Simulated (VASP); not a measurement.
Input of a VASP 6.6.1 run:

Contents of INCAR:

```
SYSTEM = KH4
PREC     = Accurate       ! precision mode
ENCUT    = 520            ! plane-wave cutoff, eV
EDIFF    = 1E-6           ! SCF threshold, eV
ISMEAR   = 0              ! smearing method
SIGMA    = 0.1            ! smearing width, eV
LREAL    = .False.        ! projectors in reciprocal space
LASPH    = .True.         ! aspherical terms in the spheres
NELM     = 80             ! most SCF steps
ALGO     = Normal         ! electronic algorithm
ISIF     = 2              ! what is computed and relaxed
LWAVE    = .False.        ! write WAVECAR
LCHARG   = .True.         ! write CHGCAR
GGA      = PE             ! functional
LELF     = .True.         ! ELF
LVHAR    = .True.       
NBANDS   = 14             ! bands
```

Contents of KPOINTS:

```
regular mesh
0
Gamma
  8 8 8
  0 0 0
```

The input POSCAR:

```
KH4
1.0
    4.6360841831      0.0000000000      0.0000000000
    0.0000000000      4.6360841831      0.0000000000
    0.0000000000      0.0000000000      4.6360841831
K H
1 4
Direct
    0.0000000000      0.0000000000      0.0000000000
    0.5000000000      0.0000000000      0.0000000000
    0.0000000000      0.5000000000      0.0000000000
    0.0000000000      0.0000000000      0.5000000000
    0.5000000000      0.5000000000      0.5000000000
```

Potentials or basis: VASP PAW PBE potentials, release 64 (K_sv, H).

Command:

```bash
$ cat potpaw_PBE.64/K_sv/POTCAR potpaw_PBE.64/H/POTCAR > POTCAR
$ mpirun -np 1 vasp_std > vasp.out
```

(1) Predict the pressure.

## Answers

(1) 0.0 GPa.
